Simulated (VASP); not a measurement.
# HfS4 (I4_1/amd) in VASP: further runs, part 2 of 2

VASP 6.6.1. The steps go on from the part before.

## 3. Single point, LDA

INCAR

```
PREC     = Accurate       # precision mode
ENCUT    = 520            # plane-wave cutoff, eV
EDIFF    = 1E-6           # SCF threshold, eV
ISMEAR   = -1             # smearing method
SIGMA    = 0.1            # smearing width, eV
LREAL    = F              # projectors in reciprocal space
LASPH    = T              # aspherical terms in the spheres
NELM     = 100            # most SCF steps
ALGO     = Normal         # electronic algorithm
ISIF     = 2              # what is computed and relaxed
LWAVE    = F              # write WAVECAR
LCHARG   = F              # write CHGCAR
NBANDS   = 45             # bands
```

KPOINTS

```
regular mesh
0
Gamma
  4 4 4
```

POSCAR

```
HfS4
1.0
   -3.8631610000      3.8631610000      3.4918300000
    3.8631610000     -3.8631610000      3.4918300000
    3.8631610000      3.8631610000     -3.4918300000
Hf S
2 8
Direct
    0.1250000000      0.8750000000      0.2500000000
    0.8750000000      0.1250000000      0.7500000000
    0.3540000000      0.7960000000      0.5580000000
    0.7960000000      0.7380000000      0.4420000000
    0.7380000000      0.7960000000      0.9420000000
    0.7960000000      0.3540000000      0.0580000000
    0.6460000000      0.2040000000      0.4420000000
    0.2040000000      0.6460000000      0.9420000000
    0.2620000000      0.2040000000      0.0580000000
    0.2040000000      0.2620000000      0.5580000000
```

Potentials or basis: VASP PAW LDA potentials, release 64 (Hf_pv, S).

Launch:

```console
> cat potpaw_LDA.64/Hf_pv/POTCAR potpaw_LDA.64/S/POTCAR > POTCAR
> mpirun -np 1 vasp_std > vasp.out
```

OUTCAR:

```text
PREC = Accurate
   ENCUT = 520
   EDIFF = 1E-6
   ISMEAR = -1
   LREAL = F
   LASPH = T
   NELM = 100
   ISIF = 2

 ion  position               nearest neighbor table
   1  0.125  0.875  0.250-   3 2.44   5 2.44   8 2.44  10 2.44   4 2.73   9 2.73   7 2.73   6 2.73

   2  0.875  0.125  0.750-   4 2.44   6 2.44   7 2.44   9 2.44   5 2.73   8 2.73  10 2.73   3 2.73

   3  0.354  0.796  0.558-   1 2.44   2 2.73
   4  0.796  0.738  0.442-   2 2.44   1 2.73
   5  0.738  0.796  0.942-   1 2.44   2 2.73
   6  0.796  0.354  0.058-   2 2.44   1 2.73
   7  0.646  0.204  0.442-   2 2.44   1 2.73
   8  0.204  0.646  0.942-   1 2.44   2 2.73
   9  0.262  0.204  0.058-   2 2.44   1 2.73
  10  0.204  0.262  0.558-   1 2.44   2 2.73

  LATTYP: Found a body centered tetragonal cell.
 ALAT       =     7.7263220000
 C/A-ratio  =     0.9038789737

  Lattice vectors:

 A1 = (  -3.8631610000,   3.8631610000,   3.4918300000)
 A2 = (   3.8631610000,  -3.8631610000,   3.4918300000)
 A3 = (   3.8631610000,   3.8631610000,  -3.4918300000)

Analysis of symmetry for initial positions (statically):
=====================================================================
 Subroutine PRICEL returns:
 Original cell was already a primitive cell.

 Routine SETGRP: Setting up the symmetry group for a
 body centered tetragonal supercell.

 Subroutine GETGRP returns: Found 16 space group operations
 (whereof  4 operations were pure point group operations)
 out of a pool of 16 trial point group operations.

The static configuration has the point symmetry C_2h.
 The point group associated with its full space group is D_4h.

Analysis of symmetry for dynamics (positions and initial velocities):
=====================================================================
 Subroutine PRICEL returns:
 Original cell was already a primitive cell.

 Routine SETGRP: Setting up the symmetry group for a
 body centered tetragonal supercell.

 Subroutine GETGRP returns: Found 16 space group operations
 (whereof  4 operations were pure point group operations)
 out of a pool of 16 trial point group operations.

The dynamic configuration has the point symmetry C_2h.
 The point group associated with its full space group is D_4h.

 Subroutine INISYM returns: Found 16 space group operations
 (whereof  4 operations are pure point group operations),
 and found     1 'primitive' translations

----------------------------------------------------------------------------------------

                                     Primitive cell

  volume of cell :     208.4485

  direct lattice vectors                    reciprocal lattice vectors
    -3.863161000  3.863161000  3.491830000     0.000000000  0.129427689  0.143191392
     3.863161000 -3.863161000  3.491830000     0.129427689  0.000000000  0.143191392
     3.863161000  3.863161000 -3.491830000     0.129427689  0.129427689  0.000000000

  length of vectors
     6.483895632  6.483895632  6.483895632     0.193016325  0.193016325  0.183038393

  position of ions in fractional coordinates (direct lattice)
     0.125000000  0.875000000  0.250000000
     0.875000000  0.125000000  0.750000000
[... 58 lines left out ...]
 -0.250000  0.250000  0.250000      4.000000
  0.500000  0.500000  0.250000      4.000000
 -0.250000  0.500000  0.250000      8.000000
 -0.250000 -0.250000  0.250000      2.000000
  0.500000  0.500000  0.500000      1.000000
   k-points           NKPTS =     13   k-points in BZ     NKDIM =     13   number of bands    NBANDS=     45
   number of dos      NEDOS =    301   number of ions     NIONS =     10
   total plane-waves  NPLWV = 110592
   dimension x,y,z NGX =    48 NGY =   48 NGZ =   48
   dimension x,y,z NGXF=    96 NGYF=   96 NGZF=   96
   ions per type =               2   8
   NGX,Y,Z   is equivalent  to a cutoff of  12.31, 12.31, 12.31 a.u.
   NGXF,Y,Z  is equivalent  to a cutoff of  24.61, 24.61, 24.61 a.u.
 SYSTEM =  unknown system
   PREC   = accura    normal or accurate (medium, high low for compatibility)
   ISTART =      0    job   : 0-new  1-cont  2-samecut
   ICHARG =      2    charge: 1-file 2-atom 10-const
   ISPIN  =      1    spin polarized calculation?
   LNONCOLLINEAR =      F non collinear calculations
   LSORBIT =      F    spin-orbit coupling
   LASPH  =      T    aspherical Exc in radial PAW
   ENCUT  =  520.0 eV  38.22 Ry    6.18 a.u.  12.06 12.06 12.06*2*pi/ulx,y,z
   NELM   =    100;   NELMIN=  2; NELMDL= -5     # of ELM steps
   EDIFF  = 0.1E-05   stopping-criterion for ELM
   LREAL  =      F    real-space projection
   EDIFFG = 0.1E-04   stopping-criterion for IOM
   NSW    =      0    number of steps for IOM
   IBRION =     -1    ionic relax: 0-MD 1-quasi-New 2-CG
   NFREE  =      0    steps in history (QN), initial steepest desc. (CG)
   ISIF   =      2    stress and relaxation
   ISYM   =      2    0-nonsym 1-usesym 2-fastsym
   POTIM  = 0.5000    time-step for ionic-motion
   TEBEG  =    0.0;   TEEND  =   0.0 temperature during run
   PSTRESS=    0.0 pullay stress
   NELECT =      68.0000    total number of electrons
   NUPDOWN=      -1.0000    fix difference up-down
   EMIN   =  10.00;   EMAX   =-10.00  energy-range for DOS
   EFERMI =   0.00;   METHOD = LEGACY
   ISMEAR =    -1;   SIGMA  =   0.10  broadening in eV -4-tet -1-fermi 0-gaus
   EFERMI_NEDOS =   21; number of points for ismear=-14 and -15
   IALGO  =     38    algorithm
   IMIX   =      4    mixing-type and parameters
     AMIX     =   0.40;   BMIX     =  1.00
     AMIX_MAG =   1.60;   BMIX_MAG =  1.00
  volume/ion in A,a.u.               =      20.84       140.67
  Fermi-wavevector in a.u.,A,eV,Ry     =   1.126968  2.129661 17.280172  1.270057
  Thomas-Fermi vector in A             =   2.263652
   LORBIT       =      0    0 simple, 1 ext, 2 COOP (PROOUT), +10 PAW based schemes
   GGA     = CA    functional components
   LHFCALC =     F    Hartree Fock is set to
   AEXX    =    0.0000 exact exchange contribution
   IVDW    =     0    specifies the selected vdW correction
   LEPSILON=     F    determine dielectric tensor
   LRPA    =     F    only Hartree local field effects (RPA)
 non-spin polarized calculation
  energy-cutoff  :      520.00
  volume of cell :      208.45
 maximum number of plane-waves:      5664
   NGX = 25   NGY = 25   NGZ = 25

 number of electron      67.9999998 magnetization

 Free energy of the ion-electron system (eV)
  ---------------------------------------------------
  ext. energy  EPLUGINS =         0.00000000
  ---------------------------------------------------
  free energy    TOTEN  =       -61.75364814 eV

  energy without entropy =      -61.39565567  energy(sigma->0) =      -61.57465190

 E-fermi :   3.5164     XC(G=0): -10.2264

 val. band max:        3.4776400445   @ k =   0.2500   0.2500  -0.0000
 cond. band min:       3.5422845745   @ k =  -0.2500   0.2500   0.2500
 fundamental gap:      0.0646445300
 Fermi energy:         3.5164227003

 k-point     1 :       0.0000    0.0000    0.0000
  band No.  band energies     occupation
      1     -26.4137      2.00000
      2     -26.4124      2.00000
      3     -26.4090      2.00000
      4     -26.4090      2.00000
      5     -26.3782      2.00000
      6     -26.3782      2.00000
[... 613 lines left out ...]
     44       8.2422      0.00000
     45       9.0865      0.00000

------------------------ aborting loop because EDIFF is reached ----------------------------------------

  FORCE on cell =-STRESS in cart. coord.  units (eV):
  Direction    XX          YY          ZZ          XY          YZ          ZX
  --------------------------------------------------------------------------------------
  -------------------------------------------------------------------------------------
  Total        0.5900078      0.5900078    -18.5652304      0.0000000      0.0000000      0.0000000
  in kB        4.5349197      4.5349197   -142.6961405      0.0000000      0.0000000      0.0000000
  external PRESSURE =     -44.5421003 kB  Pullay stress =       0.0000000 kB

 VOLUME and BASIS-vectors are now :
 -----------------------------------------------------------------------------
  energy-cutoff  :      520.00
  volume of cell :      208.45
      direct lattice vectors                 reciprocal lattice vectors
    -3.863161000  3.863161000  3.491830000     0.000000000  0.129427689  0.143191392
     3.863161000 -3.863161000  3.491830000     0.129427689  0.000000000  0.143191392
     3.863161000  3.863161000 -3.491830000     0.129427689  0.129427689  0.000000000

 POSITION                                       TOTAL-FORCE (eV/Angst)
 -----------------------------------------------------------------------------------
      3.86316     -1.93158      2.61887         0.000000     -0.000000     -0.000000
     -0.00000      5.79474      0.87296         0.000000     -0.000000     -0.000000
      3.86316      0.44813      2.06716         0.000000      0.455313      0.071793
      1.48345      1.93158      3.81308        -0.455313     -0.000000      0.071793
      3.86316      3.41503      2.06716         0.000000     -0.455313      0.071793
     -1.48345      1.93158      3.81308         0.455313     -0.000000      0.071793
      0.00000      3.41503      1.42467         0.000000     -0.455313     -0.071793
      5.34661      1.93158     -0.32125        -0.455313      0.000000     -0.071793
     -0.00000      0.44813      1.42467         0.000000      0.455313     -0.071793
      2.37971      1.93158     -0.32125         0.455313      0.000000     -0.071793
 -----------------------------------------------------------------------------------
    total drift:                               -0.000000     -0.000000      0.000000

  FREE ENERGIE OF THE ION-ELECTRON SYSTEM (eV)
  ---------------------------------------------------
  free  energy   TOTEN  =       -61.7536481388 eV

  energy  without entropy=      -61.3956556652  energy(sigma->0) =      -61.57465190
```

Run time: 60 s. Hardware: 1 thread of Intel Xeon 6975P-C (Granite Rapids), shared host; peak memory 0.3 GiB.

What came out:

- Free energy: -61.7536 eV
- Pressure: -4.5 GPa
- Largest force: 0.461 eV/Å
- Band gap on the k mesh: zero (bands 34 and 35 overlap by 0.99 eV)

Forces in eV/Å, atoms in the order of the input:
```
Hf   0.000  0.000  0.000
Hf   0.000  0.000  0.000
S    0.000  0.455  0.072
S   -0.455  0.000  0.072
S    0.000 -0.455  0.072
S    0.455  0.000  0.072
S    0.000 -0.455 -0.072
S   -0.455  0.000 -0.072
S    0.000  0.455 -0.072
S    0.455  0.000 -0.072
```

Caveat: the cell stands under tension; spin-orbit coupling is left out, which moves the levels of the heavy elements.
